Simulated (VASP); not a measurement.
## Ag: single point with r2SCAN

Crystal: Ag.

```
Ag
1.0
     2.93000    0.00000    0.00000
    -1.46500    2.53745    0.00000
     0.00000    0.00000    5.50850
Ag
2
Direct
  0.33333 0.66667 0.25000
  0.66667 0.33333 0.75000
```

This cell differs from its parent crystal: strain +0.1500 x Voigt [0, 0, 1, 0, 0, 0].

```
Program             : VASP 6.6.1
Task                : single point
Functional          : r2SCAN
Potentials or basis : VASP PAW PBE potentials, release 64 (Ag)
Cutoff              : 520 eV
k mesh              : 18 × 18 × 10
Occupations         : gaussian, width 0.15 eV
Spin                : no spin polarisation
```

* Pressure: -9.2 GPa
* Band gap on the k mesh: zero (bands 11 and 12 overlap by 7.98 eV)

Stress tensor (GPa, compression positive):
```
 -7.46   0.00   0.00
  0.00  -7.46   0.00
  0.00   0.00 -12.73
```

Levels at points of the mesh, in eV from the Fermi level:
```
           k point  band 9  band 10  band 11  band 12  band 13  band 14
(0.00, 0.00, 0.00)   -3.79    -3.38    -3.38    -0.64     1.06    13.90
(0.50, 0.00, 0.00)   -3.01    -2.97     0.59     1.73     5.60     6.28
(0.00, 0.00, 0.50)   -3.55    -3.55    -3.55    -3.55     7.46     7.46
(0.50, 0.00, 0.50)   -2.99    -2.99     1.21     1.21     4.12     4.12
```

Wall time 4.6 min on 1 thread of Intel(R) Xeon(R) Platinum 8375C CPU @ 2.90GHz (Ice Lake) (shared host), peak memory 0.27 GiB.

Caveat: the cell differs from its parent crystal (strain +0.1500 x Voigt [0, 0, 1, 0, 0, 0]); the cell stands under tension; the PAW data sets were made with another functional, which shifts forces and pressure a little.
